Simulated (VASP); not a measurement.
## Au: single point with r2SCAN

Crystal: Au.

```
CELL_PARAMETERS angstrom
0.00000 2.06152 2.06152
2.06152 0.00000 2.06152
2.06152 2.06152 0.00000
ATOMIC_POSITIONS crystal
Au 0.00000 0.00000 0.00000
```

| Item | Value |
| --- | --- |
| Program | VASP 6.6.1 |
| Task | single point |
| Functional | r2SCAN |
| Potentials or basis | VASP PAW PBE potentials, release 64 (Au) |
| Cutoff | 520 eV |
| k mesh | 22 × 22 × 22 |
| Occupations | fermi-dirac, width 0.1 eV |
| Spin | no spin polarisation |

| Property | Result |
| --- | --- |
| Pressure | 0.5 GPa |

Levels at points of the mesh, in eV from the Fermi level:
```
           k point  band 2  band 3  band 4  band 5  band 6  band 7  band 8  band 9  band 10  band 11
(0.00, 0.00, 0.00)   -4.81   -4.81   -4.81   -3.35   -3.35   15.34   19.26   19.26    19.26    24.44
(0.50, 0.00, 0.00)   -4.86   -4.86   -2.16   -2.16   -0.68    3.01   14.82   17.69    17.69    25.48
(0.50, 0.50, 0.00)   -6.83   -2.22   -1.84   -1.84    1.25    5.76   10.42   10.42    17.74    20.18
```

It took 5 min on 1 thread of Intel Xeon 8259CL (shared host), peak memory 0.2 GiB.

Caveat: the PAW data sets were made with another functional, which shifts forces and pressure a little; spin-orbit coupling is left out, which moves the levels of the heavy elements.
